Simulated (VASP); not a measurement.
# F: single point with PBE

The system is F.

```xyz
4
Lattice="2.6065 -1.6151 0.0000 2.6065 1.6151 0.0000 -0.5731 0.0000 6.7271" Properties=species:S:1:pos:R:3 pbc="T T T"
F     3.8827   -0.5160    0.6590
F     1.0437   -0.5160    2.7046
F     0.7571    0.5160    6.0682
F     3.5961    0.5160    4.0225
```

```
Program             : VASP 6.6.1
Task                : single point
Functional          : PBE
Potentials or basis : VASP PAW PBE potentials, release 64 (F)
Cutoff              : 520 eV
k mesh              : 10 × 10 × 4
Occupations         : fermi-dirac, width 0.05 eV
Spin                : no spin polarisation
```

```yaml
Pressure: -0.1 GPa
Largest_force: 0.389 eV/Å
Band_gap_on_the_k_mesh: 2.42 eV, direct
```

Forces on the atoms (eV/Å):
```
F    0.014 -0.170 -0.349
F   -0.014 -0.170  0.349
F   -0.014  0.170  0.349
F    0.014  0.170 -0.349
```

Stress tensor (GPa, compression positive):
```
 1.21  0.00  0.19
 0.00  0.66  0.00
 0.19  0.00 -2.05
```

Levels at points of the mesh, in eV from the valence-band top:
```csv
k point,band 11,band 12,band 13,band 14,band 15,band 16,band 17,band 18
"(0.00, 0.00, 0.00)",-0.44,-0.16,-0.05,0.00,2.42,3.45,9.77,12.28
"(0.50, 0.00, 0.00)",-0.56,-0.51,-0.15,-0.12,3.06,3.07,14.52,14.57
"(0.50, 0.50, 0.00)",-0.88,-0.58,-0.27,-0.15,2.69,3.37,14.63,15.49
"(0.00, 0.00, 0.50)",-0.33,-0.33,-0.03,-0.03,2.93,2.93,10.66,10.66
"(0.50, 0.00, 0.50)",-0.48,-0.43,-0.14,-0.04,2.98,3.04,14.81,14.95
"(0.50, 0.50, 0.50)",-0.54,-0.54,-0.40,-0.40,3.04,3.04,15.00,15.00
```

Wall time 72 s on 1 thread of Intel(R) Xeon(R) Platinum 8375C CPU @ 2.90GHz (Ice Lake), on a shared host, peak memory 0.23 GiB.

A k mesh can miss the band edges. PBE gaps usually lie below the measured ones, often by a third to a half.
